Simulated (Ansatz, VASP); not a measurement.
# Mg2ZnS3 in VASP and in Ansatz

```
CELL_PARAMETERS angstrom
6.89497 0.00000 0.00000
-3.44748 5.97122 0.00000
0.00000 0.00000 6.44911
ATOMIC_POSITIONS crystal
Mg 0.33680 0.33680 0.00278
Mg 0.00000 0.66320 0.00278
Mg 0.66320 0.00000 0.00278
Mg 0.00000 0.00000 0.50421
Zn 0.66667 0.33333 0.50466
Zn 0.33333 0.66667 0.50466
S 0.34424 0.34424 0.38664
S 0.00000 0.65576 0.38664
S 0.65576 0.00000 0.38664
S 0.66667 0.33333 0.87105
S 0.33333 0.66667 0.87105
S 0.00000 0.00000 0.88611
```

Alike in both runs: task single point; functional PBE; k mesh 3 × 3 × 4; occupations gaussian, width 0.1 eV; no spin polarisation.

|  | VASP | Ansatz |
| --- | --- | --- |
| version | VASP 6.6.1 | Ansatz 0.2.0 |
| potentials or method | VASP PAW PBE potentials, release 64 (Mg, Zn, S), cutoff 520 eV | scalar-relativistic, plane waves, PAW |
| valence electrons in the cell | 68 | 100 |

```tsv
	VASP	Ansatz	Ansatz less VASP
gap on the k mesh at the Fermi level (eV)	2.81	2.81	+0.003
least direct gap on the mesh (eV)	2.81	2.81	+0.003
pressure (GPa)	-0.1	0.0	+0.07
rms of the force components (eV/Å)	0.009	0.002	-0.0072
```

Atom by atom the forces differ by 0.009 eV/Å (rms over components). VASP's potentials hold 68 valence electrons a cell and Ansatz's 100, so a difference there can come from the potentials and not from the codes.
